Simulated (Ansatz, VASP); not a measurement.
# Two plane-wave programs on CdS

```xyz
2
Lattice="0.0000 2.7269 2.7269 2.7269 0.0000 2.7269 2.7269 2.7269 0.0000" Properties=species:S:1:pos:R:3 pbc="T T T"
Cd    0.0579    0.0000    0.0000
S     2.5239    2.7269    2.7269
```

Change from the starting cell: mode 4 frozen in at -0.203 Å and mode 5 at +0.000 Å (largest displacements).

Alike in both runs: task single point; functional r2SCAN; k mesh 8 × 8 × 8; occupations gaussian, width 0.05 eV; no spin polarisation.

```csv
,VASP,Ansatz
version,VASP 6.6.1,Ansatz 0.2.0
potentials or method,"VASP PAW PBE potentials, release 64 (Cd, S), cutoff 520 eV","scalar-relativistic, plane waves, PAW"
valence electrons in the cell,18,26
```

|  | VASP | Ansatz | Ansatz less VASP |
| --- | --- | --- | --- |
| gap on the k mesh at the Fermi level (eV) | 0.86 | 0.88 | +0.026 |
| least direct gap on the mesh (eV) | 2.28 | 2.31 | +0.033 |
| pressure (GPa) | 2.6 | 2.1 | -0.51 |
| traceless stress, the component that is largest in VASP (GPa) | 5.06 | 4.95 | -0.120 |
| rms of the force components (eV/Å) | 0.458 | 0.442 | -0.0159 |

VASP's potentials were made for PBE, not for r2SCAN. Atom by atom the forces differ by 0.016 eV/Å (rms over components). VASP's potentials hold 18 valence electrons a cell and Ansatz's 26, so a difference there can come from the potentials and not from the codes.
